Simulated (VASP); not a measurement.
# NbRu3 (P4/mmm) in VASP: notebook

Runs on NbRu3. Level: LDA. Tasks: single point.

Everything below comes from runs of VASP 6.6.1. Logs are shortened: lines on timing, memory, paths and dates and some standing lists are left out, and cuts for length are marked.

## (1) The cell of the first run

The structure is tetragonal, space group P4/mmm (No. 123). Conventional cell: a = 3.880 Å, b = 3.880 Å, c = 3.919 Å, α = 90.00°, β = 90.00°, γ = 90.00°. Within 3.6 Å of Nb (site symmetry 4/mmm) lie 12 Ru at 2.74 to 2.76 Å. Ru (site symmetry mmm) has 8 Ru at 2.74 to 2.76 Å and 4 Nb at 2.76 Å within 3.6 Å. Ru (site symmetry 4/mmm) has 4 Nb at 2.74 Å and 8 Ru at 2.76 Å within 3.6 Å.

## (2) Single point, LDA (zz strain of +1 %)

Contents of INCAR:

```
PREC = Accurate
ENCUT = 520
EDIFF = 1E-7
ISMEAR = -1
SIGMA = 0.05
LREAL = F
LASPH = T
NELM = 60
ALGO = Normal
ISIF = 2
LWAVE = F
LCHARG = F
NBANDS = 36
```

Contents of KPOINTS:

```
regular mesh
0
Gamma
  9 9 9
```

Contents of POSCAR:

```
NbRu3
1.0
    3.8800000000      0.0000000000      0.0000000000
    0.0000000000      3.8800000000      0.0000000000
    0.0000000000      0.0000000000      3.9188000000
Nb Ru
1 3
Direct
    0.0000000000      0.0000000000      0.0000000000
    0.0000000000      0.5000000000      0.5000000000
    0.5000000000      0.0000000000      0.5000000000
    0.5000000000      0.5000000000      0.0000000000
```

Potentials or basis: VASP PAW LDA potentials, release 64 (Nb_sv, Ru_pv).

The run is started by

```
cat potpaw_LDA.64/Nb_sv/POTCAR potpaw_LDA.64/Ru_pv/POTCAR > POTCAR
mpirun -np 1 vasp_std > vasp.out
```

OUTCAR:

```text
PREC = Accurate
   ENCUT = 520
   EDIFF = 1E-7
   ISMEAR = -1
   LREAL = F
   LASPH = T
   NELM = 60
   ISIF = 2

 ion  position               nearest neighbor table
   1  0.000  0.000  0.000-   4 2.74   4 2.74   4 2.74   4 2.74   3 2.76   2 2.76   3 2.76   2 2.76
                             3 2.76   2 2.76   3 2.76   2 2.76
   2  0.000  0.500  0.500-   3 2.74   3 2.74   3 2.74   3 2.74   4 2.76   1 2.76   1 2.76   1 2.76
                             4 2.76   4 2.76   4 2.76   1 2.76
   3  0.500  0.000  0.500-   2 2.74   2 2.74   2 2.74   2 2.74   4 2.76   1 2.76   4 2.76   4 2.76
                             1 2.76   4 2.76   1 2.76   1 2.76
   4  0.500  0.500  0.000-   1 2.74   1 2.74   1 2.74   1 2.74   3 2.76   2 2.76   3 2.76   3 2.76
                             3 2.76   2 2.76   2 2.76   2 2.76

  LATTYP: Found a simple tetragonal cell.
 ALAT       =     3.8800000000
 C/A-ratio  =     1.0100000000

  Lattice vectors:

 A1 = (   3.8800000000,   0.0000000000,   0.0000000000)
 A2 = (   0.0000000000,   3.8800000000,   0.0000000000)
 A3 = (   0.0000000000,   0.0000000000,   3.9188000000)

Analysis of symmetry for initial positions (statically):
=====================================================================
 Subroutine PRICEL returns:
 Original cell was already a primitive cell.

 Routine SETGRP: Setting up the symmetry group for a
 simple tetragonal supercell.

 Subroutine GETGRP returns: Found 16 space group operations
 (whereof 16 operations were pure point group operations)
 out of a pool of 16 trial point group operations.

The static configuration has the point symmetry D_4h.

Analysis of symmetry for dynamics (positions and initial velocities):
=====================================================================
 Subroutine PRICEL returns:
 Original cell was already a primitive cell.

 Routine SETGRP: Setting up the symmetry group for a
 simple tetragonal supercell.

 Subroutine GETGRP returns: Found 16 space group operations
 (whereof 16 operations were pure point group operations)
 out of a pool of 16 trial point group operations.

The dynamic configuration has the point symmetry D_4h.

 Subroutine INISYM returns: Found 16 space group operations
 (whereof 16 operations are pure point group operations),
 and found     1 'primitive' translations

----------------------------------------------------------------------------------------

                                     Primitive cell

  volume of cell :      58.9952

  direct lattice vectors                    reciprocal lattice vectors
     3.880000000  0.000000000  0.000000000     0.257731959  0.000000000  0.000000000
     0.000000000  3.880000000  0.000000000     0.000000000  0.257731959  0.000000000
     0.000000000  0.000000000  3.918800000     0.000000000  0.000000000  0.255180157

  length of vectors
     3.880000000  3.880000000  3.918800000     0.257731959  0.257731959  0.255180157

  position of ions in fractional coordinates (direct lattice)
     0.000000000  0.000000000  0.000000000
     0.000000000  0.500000000  0.500000000
     0.500000000  0.000000000  0.500000000
     0.500000000  0.500000000  0.000000000

  ion indices of the primitive-cell ions
   primitive index   ion index
                 1           1
                 2           2
                 3           3
                 4           4

----------------------------------------------------------------------------------------

 KPOINTS: regular mesh

Automatic generation of k-mesh.
 Grid dimensions read from file:
 generate k-points for:    9    9    9

 Generating k-lattice:

  Cartesian coordinates                     Fractional coordinates (reciprocal lattice)
     0.028636884  0.000000000  0.000000000     0.111111111  0.000000000  0.000000000
     0.000000000  0.028636884  0.000000000     0.000000000  0.111111111  0.000000000
     0.000000000  0.000000000  0.028353351     0.000000000  0.000000000  0.111111111

  Length of vectors
     0.028636884  0.028636884  0.028353351

  Shift w.r.t. Gamma in fractional coordinates (k-lattice)
     0.000000000  0.000000000  0.000000000

 Subroutine IBZKPT returns following result:
 ===========================================

 Found     75 irreducible k-points:

 Following reciprocal coordinates:
            Coordinates               Weight
  0.000000  0.000000  0.000000      1.000000
  0.111111  0.000000  0.000000      4.000000
  0.222222  0.000000  0.000000      4.000000
  0.333333  0.000000  0.000000      4.000000
  0.444444  0.000000  0.000000      4.000000
  0.111111  0.111111  0.000000      4.000000
[... 16 lines left out ...]
  0.333333  0.111111  0.111111     16.000000
  0.444444  0.111111  0.111111     16.000000
 [... further k-points ...]
   k-points           NKPTS =     75   k-points in BZ     NKDIM =     75   number of bands    NBANDS=     36
   number of dos      NEDOS =    301   number of ions     NIONS =      4
   total plane-waves  NPLWV =  27000
   dimension x,y,z NGX =    30 NGY =   30 NGZ =   30
   dimension x,y,z NGXF=    60 NGYF=   60 NGZF=   60
   ions per type =               1   3
   NGX,Y,Z   is equivalent  to a cutoff of  12.85, 12.85, 12.73 a.u.
   NGXF,Y,Z  is equivalent  to a cutoff of  25.71, 25.71, 25.45 a.u.
 SYSTEM =  unknown system
   PREC   = accura    normal or accurate (medium, high low for compatibility)
   ISTART =      0    job   : 0-new  1-cont  2-samecut
   ICHARG =      2    charge: 1-file 2-atom 10-const
   ISPIN  =      1    spin polarized calculation?
   LNONCOLLINEAR =      F non collinear calculations
   LSORBIT =      F    spin-orbit coupling
   LASPH  =      T    aspherical Exc in radial PAW
   ENCUT  =  520.0 eV  38.22 Ry    6.18 a.u.   7.21  7.21  7.29*2*pi/ulx,y,z
   NELM   =     60;   NELMIN=  2; NELMDL= -5     # of ELM steps
   EDIFF  = 0.1E-06   stopping-criterion for ELM
   LREAL  =      F    real-space projection
   EDIFFG = 0.1E-05   stopping-criterion for IOM
   NSW    =      0    number of steps for IOM
   IBRION =     -1    ionic relax: 0-MD 1-quasi-New 2-CG
   NFREE  =      0    steps in history (QN), initial steepest desc. (CG)
   ISIF   =      2    stress and relaxation
   ISYM   =      2    0-nonsym 1-usesym 2-fastsym
   POTIM  = 0.5000    time-step for ionic-motion
   TEBEG  =    0.0;   TEEND  =   0.0 temperature during run
   PSTRESS=    0.0 pullay stress
   NELECT =      55.0000    total number of electrons
   NUPDOWN=      -1.0000    fix difference up-down
   EMIN   =  10.00;   EMAX   =-10.00  energy-range for DOS
   EFERMI =   0.00;   METHOD = LEGACY
   ISMEAR =    -1;   SIGMA  =   0.05  broadening in eV -4-tet -1-fermi 0-gaus
   EFERMI_NEDOS =   21; number of points for ismear=-14 and -15
   IALGO  =     38    algorithm
   IMIX   =      4    mixing-type and parameters
     AMIX     =   0.40;   BMIX     =  1.00
     AMIX_MAG =   1.60;   BMIX_MAG =  1.00
  volume/ion in A,a.u.               =      14.75        99.53
  Fermi-wavevector in a.u.,A,eV,Ry     =   1.599276  3.022194 34.799420  2.557685
  Thomas-Fermi vector in A             =   2.696595
   LORBIT       =      0    0 simple, 1 ext, 2 COOP (PROOUT), +10 PAW based schemes
   GGA     = CA    functional components
   LHFCALC =     F    Hartree Fock is set to
   AEXX    =    0.0000 exact exchange contribution
   IVDW    =     0    specifies the selected vdW correction
   LEPSILON=     F    determine dielectric tensor
   LRPA    =     F    only Hartree local field effects (RPA)
 non-spin polarized calculation
  energy-cutoff  :      520.00
  volume of cell :       59.00
 maximum number of plane-waves:      1604
 NGX is ok and might be reduce to    30
   NGX = 15   NGY = 15   NGZ = 15

 number of electron      54.9999997 magnetization

 Free energy of the ion-electron system (eV)
  ---------------------------------------------------
  ext. energy  EPLUGINS =         0.00000000
  ---------------------------------------------------
  free energy    TOTEN  =       -43.71982386 eV

  energy without entropy =      -43.67494601  energy(sigma->0) =      -43.69738493

 E-fermi :  11.8581     XC(G=0): -13.8526

 val. band max:       11.8558391899   @ k =   0.2222   0.1111   0.1111
 cond. band min:      11.8595718452   @ k =   0.1111   0.0000   0.3333
 fundamental gap:      0.0037326553
 Fermi energy:        11.8581343431

 k-point     1 :       0.0000    0.0000    0.0000
  band No.  band energies     occupation
      1     -42.5929      2.00000
      2     -30.6442      2.00000
      3     -30.6442      2.00000
      4     -30.6354      2.00000
      5     -30.2663      2.00000
      6     -30.2663      2.00000
[... 28 lines left out ...]
     35      16.4994      0.00000
     36      16.5348      0.00000

 k-point     2 :       0.1111    0.0000    0.0000
  band No.  band energies     occupation
      1     -42.5931      2.00000
      2     -30.6338      2.00000
      3     -30.6276      2.00000
      4     -30.6254      2.00000
      5     -30.2693      2.00000
      6     -30.2675      2.00000
[... 28 lines left out ...]
     35      16.4877      0.00000
     36      17.3840      0.00000

 k-point     3 :       0.2222    0.0000    0.0000
  band No.  band energies     occupation
      1     -42.5935      2.00000
      2     -30.6051      2.00000
      3     -30.5978      2.00000
      4     -30.5798      2.00000
      5     -30.2795      2.00000
      6     -30.2742      2.00000
[... 28 lines left out ...]
     35      16.4608      0.00000
     36      18.8584      0.00000
[... 742 lines left out ...]
 k-point    23 :       0.3333    0.1111    0.1111
  band No.  band energies     occupation
      1     -42.5938      2.00000
      2     -30.6103      2.00000
      3     -30.5223      2.00000
      4     -30.4684      2.00000
      5     -30.3505      2.00000
      6     -30.3231      2.00000
[... 28 lines left out ...]
     35      15.8261      0.00000
     36      20.0749      0.00000

 k-point    24 :       0.4444    0.1111    0.1111
  band No.  band energies     occupation
      1     -42.5940      2.00000
      2     -30.5800      2.00000
      3     -30.4855      2.00000
      4     -30.4260      2.00000
      5     -30.3840      2.00000
      6     -30.3572      2.00000
[... 28 lines left out ...]
     35      15.7678      0.00000
     36      21.0840      0.00000

 [... further k-points ...]
[... 5 lines left out ...]
  --------------------------------------------------------------------------------------
  -------------------------------------------------------------------------------------
  Total       -4.7713611     -4.7713611     -5.3546120      0.0000000      0.0000000      0.0000000
  in kB     -129.5795053   -129.5795053   -145.4192974      0.0000000      0.0000000      0.0000000
  external PRESSURE =    -134.8594360 kB  Pullay stress =       0.0000000 kB

 VOLUME and BASIS-vectors are now :
 -----------------------------------------------------------------------------
  energy-cutoff  :      520.00
  volume of cell :       59.00
      direct lattice vectors                 reciprocal lattice vectors
     3.880000000  0.000000000  0.000000000     0.257731959  0.000000000  0.000000000
     0.000000000  3.880000000  0.000000000     0.000000000  0.257731959  0.000000000
     0.000000000  0.000000000  3.918800000     0.000000000  0.000000000  0.255180157

 POSITION                                       TOTAL-FORCE (eV/Angst)
 -----------------------------------------------------------------------------------
      0.00000      0.00000      0.00000         0.000000      0.000000      0.000000
      0.00000      1.94000      1.95940         0.000000      0.000000      0.000000
      1.94000      0.00000      1.95940         0.000000      0.000000      0.000000
      1.94000      1.94000      0.00000         0.000000      0.000000      0.000000
 -----------------------------------------------------------------------------------
    total drift:                                0.000000      0.000000     -0.000000

  FREE ENERGIE OF THE ION-ELECTRON SYSTEM (eV)
  ---------------------------------------------------
  free  energy   TOTEN  =       -43.7198238601 eV

  energy  without entropy=      -43.6749460062  energy(sigma->0) =      -43.69738493
```

It took 99 s on 1 thread of AMD EPYC 9R45 (Zen 5), shared host; peak memory 0.21 GiB.

Results:

```yaml
Free_energy: -43.7198 eV
Pressure: -13.5 GPa
```

Caveat: the cell differs from its parent crystal (zz strain of +1 %).

## (3) Single point, LDA (zz strain of +2 %)

Contents of INCAR:

```
SYSTEM = NbRu3
  PREC = Accurate
  ENCUT = 520
  EDIFF = 1E-7
  ISMEAR = -1
  SIGMA = 0.05
  LREAL = .FALSE.
  LASPH = .TRUE.
  NELM = 60
  ALGO = Normal
  ISIF = 2
  LWAVE = .FALSE.
  LCHARG = .FALSE.
  GGA = CA
  NBANDS = 36
```

Contents of KPOINTS:

```
regular mesh
0
G
  9 9 9
  0 0 0
```

Changes to POSCAR since step 2:

```diff
@@ -4,3 +4,3 @@
     0.0000000000      3.8800000000      0.0000000000
-    0.0000000000      0.0000000000      3.9188000000
+    0.0000000000      0.0000000000      3.9576000000
 Nb Ru
```

Potentials or basis: VASP PAW LDA potentials, release 64 (Nb_sv, Ru_pv).

The run is started by

```
cat potpaw_LDA.64/Nb_sv/POTCAR potpaw_LDA.64/Ru_pv/POTCAR > POTCAR
mpirun -np 1 vasp_std > vasp.out
```

Wall time 1.7 min (1 thread of AMD EPYC 9R45 (Zen 5), shared host); peak memory 0.21 GiB.

The run converged. Its results:

- Free energy: -43.6610 eV
- Pressure: -15.8 GPa

Stress tensor (GPa, compression positive):
```
-14.77   0.00   0.00
  0.00 -14.77   0.00
  0.00   0.00 -17.99
```

Levels at points of the mesh, in eV from the Fermi level:
| k point | band 24 | band 25 | band 26 | band 27 | band 28 | band 29 | band 30 | band 31 | band 32 | band 33 |
| --- | --- | --- | --- | --- | --- | --- | --- | --- | --- | --- |
| (0.00, 0.00, 0.00) | 0.34 | 0.58 | 1.73 | 2.18 | 2.18 | 2.34 | 3.50 | 3.56 | 3.64 | 4.04 |

Caveat: the cell differs from its parent crystal (zz strain of +2 %).
